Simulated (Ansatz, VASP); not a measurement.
## One calculation of In2O3, two programs

```
CELL_PARAMETERS angstrom
2.67190 4.62787 0.00000
-2.67190 4.62787 0.00000
0.00000 -3.08525 4.86210
ATOMIC_POSITIONS crystal
In 0.35216 0.35216 0.05648
In 0.14784 0.14784 0.44352
In 0.64784 0.64784 0.94352
In 0.85216 0.85216 0.55648
O 0.55624 0.94376 0.75000
O 0.25000 0.55624 0.75000
O 0.94376 0.25000 0.75000
O 0.44376 0.05624 0.25000
O 0.75000 0.44376 0.25000
O 0.05624 0.75000 0.25000
```

Alike in both runs: task single point; functional PBE; k mesh 6 × 6 × 6; no spin polarisation.

|  | VASP | Ansatz |
| --- | --- | --- |
| version | VASP 6.6.1 | Ansatz 0.2.0 |
| potentials or method | VASP PAW PBE potentials, release 64 (In_d, O), cutoff 520 eV | PAW plane waves |
| occupations | fermi-dirac, width 0.1 eV | fermi-dirac |
| valence electrons in the cell | 88 | 88 |

Ansatz gave:

| Quantity | Value |
| --- | --- |
| pressure (GPa) | 20.0 |
| traceless stress, the component that is largest in VASP (GPa) | -2.53 |
| rms of the force components (eV/Å) | 0.267 |

Task: Estimate VASP's values.

Result: Pressure (GPa): 20.7; traceless stress, the component that is largest in VASP (GPa): -2.62; rms of the force components (eV/Å): 0.268.

Atom by atom the forces differ by 0.007 eV/Å (rms over components). Ansatz's warnings: structure snapped to symmetry.
